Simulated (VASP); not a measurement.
# Rb (Im-3m) in VASP: further runs, part 2 of 2

VASP 6.6.1. Earlier steps stand in the parts before.

### 5 Single point, PBE

File INCAR:

```
SYSTEM = Rb
PREC = Accurate
ENCUT = 520
EDIFF = 1E-6
ISMEAR = 0
SIGMA = 0.03
LREAL = .False.
LASPH = .True.
NELM = 100
ALGO = Normal
ISIF = 2
LWAVE = .False.
LCHARG = .False.
GGA = PE
NBANDS = 10
```

File KPOINTS:

```
regular mesh
0
Gamma
  8 8 8
  0 0 0
```

File POSCAR:

```
Rb
1.0
   -2.8359049291      2.8359049291      2.8359049291
    2.8359049291     -2.8359049291      2.8359049291
    2.8359049291      2.8359049291     -2.8359049291
Rb
1
Direct
    0.0000000000      0.0000000000      0.0000000000
```

Potentials or basis: VASP PAW PBE potentials, release 64 (Rb_sv).

Started as:

```console
> cat potpaw_PBE.64/Rb_sv/POTCAR > POTCAR
> mpirun -np 1 vasp_std > vasp.out
```

OUTCAR:

```text
SYSTEM = Rb
   PREC = Accurate
   ENCUT = 520
   EDIFF = 1E-6
   ISMEAR = 0
   LREAL = .False.
   LASPH = .True.
   NELM = 100
   ISIF = 2
   GGA = PE

 ion  position               nearest neighbor table
   1  0.000  0.000  0.000-

  LATTYP: Found a body centered cubic cell.
 ALAT       =     5.6718098582

  Lattice vectors:

 A1 = (  -2.8359049291,   2.8359049291,   2.8359049291)
 A2 = (   2.8359049291,  -2.8359049291,   2.8359049291)
 A3 = (   2.8359049291,   2.8359049291,  -2.8359049291)

Analysis of symmetry for initial positions (statically):
=====================================================================
 Subroutine PRICEL returns:
 Original cell was already a primitive cell.

 Routine SETGRP: Setting up the symmetry group for a
 body centered cubic supercell.

 Subroutine GETGRP returns: Found 48 space group operations
 (whereof 48 operations were pure point group operations)
 out of a pool of 48 trial point group operations.

The static configuration has the point symmetry O_h .

Analysis of symmetry for dynamics (positions and initial velocities):
=====================================================================
 Subroutine PRICEL returns:
 Original cell was already a primitive cell.

 Routine SETGRP: Setting up the symmetry group for a
 body centered cubic supercell.

 Subroutine GETGRP returns: Found 48 space group operations
 (whereof 48 operations were pure point group operations)
 out of a pool of 48 trial point group operations.

The dynamic configuration has the point symmetry O_h .

 Subroutine INISYM returns: Found 48 space group operations
 (whereof 48 operations are pure point group operations),
 and found     1 'primitive' translations

----------------------------------------------------------------------------------------

                                     Primitive cell

  volume of cell :      91.2294

  direct lattice vectors                    reciprocal lattice vectors
    -2.835904929  2.835904929  2.835904929     0.000000000  0.176310565  0.176310565
     2.835904929 -2.835904929  2.835904929     0.176310565  0.000000000  0.176310565
     2.835904929  2.835904929 -2.835904929     0.176310565  0.176310565  0.000000000

  length of vectors
     4.911931423  4.911931423  4.911931423     0.249340792  0.249340792  0.249340792

  position of ions in fractional coordinates (direct lattice)
     0.000000000  0.000000000  0.000000000

  ion indices of the primitive-cell ions
   primitive index   ion index
                 1           1

----------------------------------------------------------------------------------------

 KPOINTS: regular mesh

Automatic generation of k-mesh.
 Grid dimensions read from file:
 generate k-points for:    8    8    8

 Generating k-lattice:

  Cartesian coordinates                     Fractional coordinates (reciprocal lattice)
     0.000000000  0.022038821  0.022038821     0.125000000  0.000000000  0.000000000
     0.022038821  0.000000000  0.022038821     0.000000000  0.125000000  0.000000000
     0.022038821  0.022038821  0.000000000     0.000000000  0.000000000  0.125000000

  Length of vectors
     0.031167599  0.031167599  0.031167599

  Shift w.r.t. Gamma in fractional coordinates (k-lattice)
     0.000000000  0.000000000  0.000000000

 Subroutine IBZKPT returns following result:
 ===========================================

 Found     29 irreducible k-points:

 Following reciprocal coordinates:
            Coordinates               Weight
  0.000000  0.000000  0.000000      1.000000
  0.125000  0.000000  0.000000     12.000000
  0.250000  0.000000  0.000000     12.000000
  0.375000  0.000000  0.000000     12.000000
  0.500000  0.000000  0.000000      6.000000
  0.125000  0.125000  0.000000     24.000000
[... 16 lines left out ...]
 -0.250000  0.250000  0.250000      6.000000
 -0.375000  0.375000  0.250000     24.000000
 [... further k-points ...]
   k-points           NKPTS =     29   k-points in BZ     NKDIM =     29   number of bands    NBANDS=     10
   number of dos      NEDOS =    301   number of ions     NIONS =      1
   total plane-waves  NPLWV =  64000
   dimension x,y,z NGX =    40 NGY =   40 NGZ =   40
   dimension x,y,z NGXF=    80 NGYF=   80 NGZF=   80
   ions per type =               1
   NGX,Y,Z   is equivalent  to a cutoff of  13.54, 13.54, 13.54 a.u.
   NGXF,Y,Z  is equivalent  to a cutoff of  27.08, 27.08, 27.08 a.u.
 SYSTEM =  Rb
   PREC   = accura    normal or accurate (medium, high low for compatibility)
   ISTART =      0    job   : 0-new  1-cont  2-samecut
   ICHARG =      2    charge: 1-file 2-atom 10-const
   ISPIN  =      1    spin polarized calculation?
   LNONCOLLINEAR =      F non collinear calculations
   LSORBIT =      F    spin-orbit coupling
   LASPH  =      T    aspherical Exc in radial PAW
   ENCUT  =  520.0 eV  38.22 Ry    6.18 a.u.   9.13  9.13  9.13*2*pi/ulx,y,z
   NELM   =    100;   NELMIN=  2; NELMDL= -5     # of ELM steps
   EDIFF  = 0.1E-05   stopping-criterion for ELM
   LREAL  =      F    real-space projection
   EDIFFG = 0.1E-04   stopping-criterion for IOM
   NSW    =      0    number of steps for IOM
   IBRION =     -1    ionic relax: 0-MD 1-quasi-New 2-CG
   NFREE  =      0    steps in history (QN), initial steepest desc. (CG)
   ISIF   =      2    stress and relaxation
   ISYM   =      2    0-nonsym 1-usesym 2-fastsym
   POTIM  = 0.5000    time-step for ionic-motion
   TEBEG  =    0.0;   TEEND  =   0.0 temperature during run
   PSTRESS=    0.0 pullay stress
   NELECT =       9.0000    total number of electrons
   NUPDOWN=      -1.0000    fix difference up-down
   EMIN   =  10.00;   EMAX   =-10.00  energy-range for DOS
   EFERMI =   0.00;   METHOD = LEGACY
   ISMEAR =     0;   SIGMA  =   0.03  broadening in eV -4-tet -1-fermi 0-gaus
   EFERMI_NEDOS =   21; number of points for ismear=-14 and -15
   IALGO  =     38    algorithm
   IMIX   =      4    mixing-type and parameters
     AMIX     =   0.40;   BMIX     =  1.00
     AMIX_MAG =   1.60;   BMIX_MAG =  1.00
  volume/ion in A,a.u.               =      91.23       615.65
  Fermi-wavevector in a.u.,A,eV,Ry     =   0.756445  1.429474  7.785376  0.572209
  Thomas-Fermi vector in A             =   1.854567
   LORBIT       =      0    0 simple, 1 ext, 2 COOP (PROOUT), +10 PAW based schemes
   GGA     = PE    functional components
   LHFCALC =     F    Hartree Fock is set to
   AEXX    =    0.0000 exact exchange contribution
   IVDW    =     0    specifies the selected vdW correction
   LEPSILON=     F    determine dielectric tensor
   LRPA    =     F    only Hartree local field effects (RPA)
 non-spin polarized calculation
 Gauss-broadening in eV      SIGMA  =   0.03
  energy-cutoff  :      520.00
  volume of cell :       91.23
 maximum number of plane-waves:      2491
 NGX is ok and might be reduce to    40
   NGX = 19   NGY = 19   NGZ = 19

 number of electron       9.0000000 magnetization

 Free energy of the ion-electron system (eV)
  ---------------------------------------------------
  ext. energy  EPLUGINS =         0.00000000
  ---------------------------------------------------
  free energy    TOTEN  =        -0.92968424 eV

  energy without entropy =       -0.92875717  energy(sigma->0) =       -0.92922070

 E-fermi :   0.0625     XC(G=0):  -5.4605

 val. band max:       -0.0137159154   @ k =   0.2500   0.2500   0.0000
 cond. band min:       0.0850878907   @ k =   0.3750   0.1250  -0.0000
 fundamental gap:      0.0988038061
 Fermi energy:         0.0625362567

 k-point     1 :       0.0000    0.0000    0.0000
  band No.  band energies     occupation
      1     -28.8977      2.00000
      2     -12.9402      2.00000
      3     -12.9402      2.00000
      4     -12.9402      2.00000
      5      -1.9626      2.00000
      6       3.6823      0.00000
      7       3.6823      0.00000
      8       3.6823      0.00000
      9       4.6149      0.00000
     10       4.6149      0.00000

 k-point     2 :       0.1250    0.0000    0.0000
  band No.  band energies     occupation
      1     -28.8971      2.00000
      2     -12.9544      2.00000
      3     -12.9449      2.00000
      4     -12.9402      2.00000
      5      -1.7794      2.00000
      6       3.3629      0.00000
      7       3.4434      0.00000
      8       3.8511      0.00000
      9       4.3613      0.00000
     10       4.5537      0.00000
[... 274 lines left out ...]
 k-point    24 :      -0.3750    0.3750    0.2500
  band No.  band energies     occupation
      1     -28.8925      2.00000
      2     -13.0108      2.00000
      3     -12.9852      2.00000
      4     -12.9756      2.00000
      5       0.1186      0.00818
      6       1.6971      0.00000
      7       2.9216      0.00000
      8       2.9602      0.00000
      9       4.0052      0.00000
     10       5.1564      0.00000

 [... further k-points ...]
[... 5 lines left out ...]
  --------------------------------------------------------------------------------------
  -------------------------------------------------------------------------------------
  Total        0.0049357      0.0049357      0.0049357      0.0000000      0.0000000      0.0000000
  in kB        0.0866806      0.0866806      0.0866806      0.0000000      0.0000000      0.0000000
  external PRESSURE =       0.0866806 kB  Pullay stress =       0.0000000 kB

 VOLUME and BASIS-vectors are now :
 -----------------------------------------------------------------------------
  energy-cutoff  :      520.00
  volume of cell :       91.23
      direct lattice vectors                 reciprocal lattice vectors
    -2.835904929  2.835904929  2.835904929     0.000000000  0.176310565  0.176310565
     2.835904929 -2.835904929  2.835904929     0.176310565  0.000000000  0.176310565
     2.835904929  2.835904929 -2.835904929     0.176310565  0.176310565  0.000000000

 POSITION                                       TOTAL-FORCE (eV/Angst)
 -----------------------------------------------------------------------------------
      0.00000      0.00000      0.00000        -0.000000      0.000000     -0.000000
 -----------------------------------------------------------------------------------
    total drift:                               -0.000000     -0.000000     -0.000000

  FREE ENERGIE OF THE ION-ELECTRON SYSTEM (eV)
  ---------------------------------------------------
  free  energy   TOTEN  =        -0.9296842352 eV

  energy  without entropy=       -0.9287571720  energy(sigma->0) =       -0.92922070
```

stdout:

```text
POSCAR found type information on POSCAR Rb
 POSCAR found :  1 types and       1 ions
 scaLAPACK will be used
 LDA part: xc-table for (Slater+PW92), standard interpolation
 POSCAR, INCAR and KPOINTS ok, starting setup
 FFT: planning ... GRIDC
 FFT: planning ... GRID_SOFT
 FFT: planning ... GRID
 WAVECAR not read
 entering main loop
```

Run time: 38 s. Hardware: 1 thread of AMD EPYC 7R13, shared host; peak memory 0.2 GiB.

What came out:

```
Free energy : -0.9297 eV
Pressure    : 0.0 GPa
```

Levels at points of the mesh, in eV from the Fermi level:
| k point | band 1 | band 2 | band 3 | band 4 | band 5 | band 6 | band 7 | band 8 |
| --- | --- | --- | --- | --- | --- | --- | --- | --- |
| (0.00, 0.00, 0.00) | -28.96 | -13.00 | -13.00 | -13.00 | -2.03 | 3.62 | 3.62 | 3.62 |
| (0.50, 0.00, 0.00) | -28.96 | -13.10 | -13.03 | -13.00 | 0.18 | 0.72 | 2.53 | 4.19 |
| (0.50, 0.50, 0.50) | -28.95 | -13.07 | -13.07 | -13.07 | 1.20 | 1.20 | 3.19 | 3.19 |

### 6 Overview

| smearing | gap on the mesh (eV) | pressure (GPa) |
| --- | --- | --- |
| fermi-dirac 0.6 eV | none | 0.3 |
| fermi-dirac 1 eV | none | 0.6 |
| gaussian 0.01 eV | none | 0.0 |
| gaussian 0.03 eV | none | 0.0 |

Alike in all rows: task single point; level PBE; potentials or basis VASP PAW PBE potentials, release 64 (Rb_sv); no spin polarisation; cell as given; k mesh 8 × 8 × 8; cutoff (eV) 520.

Every run on the cell as given and a fine mesh finds a metal.

Absolute energies hang on the potentials; compare differences alone.
